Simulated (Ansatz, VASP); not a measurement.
B in VASP and in Ansatz

Contents of INCAR:

```
SYSTEM = B
PREC = Accurate ; ENCUT = 520
EDIFF = 1E-7 ; ISMEAR = -1
SIGMA = 0.1 ; LREAL = .False.
LASPH = .True. ; NELM = 100
ALGO = Normal ; ISIF = 2
LWAVE = .False. ; LCHARG = .False.
NBANDS = 10
```

File KPOINTS:

```
Automatic mesh
0
Gamma
  15 15 15
  0 0 0
```

POSCAR

```
B
1.0
    0.0000000000      1.9744093789      1.9744093789
    1.9744093789      0.0000000000      1.9744093789
    1.9744093789      1.9744093789      0.0000000000
B
2
Direct
    0.1250000000      0.1250000000      0.1250000000
    0.8750000000      0.8750000000      0.8750000000
```

Input for Ansatz:

```yaml
crystal:
  lattice:
    - [0.0, 1.9744093789, 1.9744093789]
    - [1.9744093789, 0.0, 1.9744093789]
    - [1.9744093789, 1.9744093789, 0.0]
  atoms:
    - { symbol: B, position: [0.125, 0.125, 0.125] }
    - { symbol: B, position: [0.875, 0.875, 0.875] }
hamiltonian:
  xc: lda
  pseudopotentials:
    kind: paw
    azcp:
      B: "pseudopotentials/B.paw.azcp"
basis:
  ecutwfc: 420
  fft_grid_basis: typed
kpoints:
  mp_grid: { grid: [15, 15, 15], shift: [0, 0, 0] }
magnetization:
  spin_polarized: false
scf:
  occupations: { method: fermi_dirac, width: 0.1 }
  lower_state_search: "off"
output:
  stress: true
  write_density: true
  write_potential: true
  elf: true
  volumetric_format: npy
```

Alike in both runs: task single point; functional LDA; k mesh 15 × 15 × 15; occupations fermi-dirac, width 0.1 eV; no spin polarisation.

|  | VASP | Ansatz |
| --- | --- | --- |
| version | VASP 6.6.1 | Ansatz 0.2.0 |
| potentials or method | VASP PAW LDA potentials, release 64 (B), cutoff 520 eV | plane waves (420 eV) with PAW, scalar-relativistic |
| valence electrons in the cell | 6 | 6 |

```csv
,VASP,Ansatz,Ansatz less VASP
pressure (GPa),8.5,8.3,-0.27
```

Ansatz warns that its potentials were made for another functional, while VASP's fit it. LDA's correlation is that of Perdew and Zunger in VASP and of Perdew and Wang (1992) in Ansatz.
